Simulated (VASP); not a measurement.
**BN (rocksalt type): single point with LDA**

BN (rocksalt type):

```xyz
2
Lattice="0.0000 1.6057 1.6057 1.6057 0.0000 1.6057 1.6057 1.6057 0.0000" Properties=species:S:1:pos:R:3 pbc="T T T"
B     0.0000    0.0000    0.0000
N     1.6057    1.6057    1.6057
```

This cell differs from its parent crystal: volume scaled by 0.8.

```yaml
Program: VASP 6.6.1
Task: single point
Functional: LDA
Potentials_or_basis: VASP PAW LDA potentials, release 64 (B, N)
Cutoff: 600 eV
k_mesh: 15 × 15 × 15
Occupations: fermi-dirac, width 0.05 eV
Spin: no spin polarisation
Dipole_correction: no
Further_INCAR_settings: ALGO = Normal; EDIFF = 1e-06; NBANDS = 11
```

```
Pressure               : 143.1 GPa
Band gap on the k mesh : 3.54 eV, indirect (least direct gap 6.70 eV)
```

Levels at points of the mesh, in eV from the valence-band top:
```csv
k point,band 1,band 2,band 3,band 4,band 5,band 6,band 7,band 8
"(0.00, 0.00, 0.00)",-26.13,-1.08,-1.08,-1.08,14.61,14.61,14.61,15.56
```

It took 4.2 s on 1 thread of Intel(R) Xeon(R) 6975P-C (Granite Rapids), on a shared host, peak memory 0.12 GiB.

 A k mesh can miss the band edges.
